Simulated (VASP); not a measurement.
Input of a VASP 6.6.1 run:

POSCAR

```
TiAl3
1.0
    3.8622407176      0.0000000000      0.0000000000
    0.0000000000      3.8622407176      0.0000000000
    0.0000000000      0.0000000000      8.5124470955
Ti Al
2 6
Direct
    0.0000000000      0.0000000000      0.0000000000
    0.5000000000      0.5000000000      0.5000000000
    0.5000000000      0.5000000000      0.0000000000
    0.0000000000      0.5000000000      0.2500000000
    0.5000000000      0.0000000000      0.2500000000
    0.0000000000      0.0000000000      0.5000000000
    0.5000000000      0.0000000000      0.7500000000
    0.0000000000      0.5000000000      0.7500000000
```

Contents of INCAR.step1:

```
  PREC = Accurate
  ENCUT = 520
  ISMEAR = 0
  SIGMA = 0.1
  LREAL = False
  LASPH = True
  NELM = 60
  NBANDS = 31
  GGA = PE
  ALGO = Normal
  EDIFF = 1E-4
  LWAVE = True
  LCHARG = False
```

INCAR.step2

```
  PREC = Accurate
  ENCUT = 520
  EDIFF = 1E-6
  ISMEAR = 0
  SIGMA = 0.1
  LREAL = False
  LASPH = True
  NELM = 60
  ALGO = Normal
  ISIF = 2
  LWAVE = False
  LCHARG = False
  METAGGA = R2SCAN
  LMIXTAU = True
  NBANDS = 31
  ISTART = 1
```

The input KPOINTS:

```
Automatic mesh
0
Gamma
  10 10 4
```

Potentials or basis: VASP PAW PBE potentials, release 64 (Ti_sv, Al).

Run with:

```bash
$ cat potpaw_PBE.64/Ti_sv/POTCAR potpaw_PBE.64/Al/POTCAR > POTCAR
$ cp INCAR.step1 INCAR
$ mpirun -np 1 vasp_std > vasp.out
$ cp INCAR.step2 INCAR
$ mpirun -np 1 vasp_std > vasp.out
```

(1) Estimate the band gap on the k mesh.

(2) Estimate the pressure.

Results:

(1) zero (bands 21 and 22 overlap by 2.21 eV).

(2) -1.7 GPa.

Caveat: the cell differs from its parent crystal (biaxial strain in the a-b plane: +1.0 %); the PAW data sets were made with another functional, which shifts forces and pressure a little.
